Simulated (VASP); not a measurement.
Ag:

```xyz
2
Lattice="2.9401 0.0000 0.0000 -1.4701 2.5462 0.0000 0.0000 0.0000 4.7630" Properties=species:S:1:pos:R:3 pbc="T T T"
Ag    0.0000    1.6975    1.1907
Ag    1.4701    0.8487    3.5722
```

This isn't the form of Ag at room conditions, which is fcc.

| Quantity | Value |
| --- | --- |
| Program | VASP 6.6.1 |
| Task | relaxation of cell and atoms |
| Functional | PBE |
| Potentials or basis | VASP PAW PBE potentials, release 64 (Ag) |
| Cutoff | 600 eV |
| k mesh | 15 × 15 × 8 |
| Occupations | fermi-dirac, width 0.05 eV |
| Spin | no spin polarisation |

At the start: pressure 0.1 GPa; volume 17.83 Å³/atom.

Q: Where does the relaxation end?

A: Over 5 steps the energy falls by 2.1 meV/atom; space group P6_3/mmc (No. 194, to 0.1 Å) before and after.

Step by step:
```
step  energy change (eV)  largest force (eV/Å)  pressure (GPa)  volume (Å³)
   1              0.0000                0.0000            0.08        35.66
   2             -0.0028                0.0000           -0.09        35.70
   3             -0.0041                0.0000           -0.23        35.75
   4             -0.0041                0.0000            0.19        35.59
   5             -0.0042                0.0000           -0.01        35.65
```

Final structure:
```
Ag
1.0
     2.91562    0.00000    0.00000
    -1.45781    2.52500    0.00000
     0.00000    0.00000    4.84285
Ag
2
Direct
  0.33333 0.66667 0.25000
  0.66667 0.33333 0.75000
```
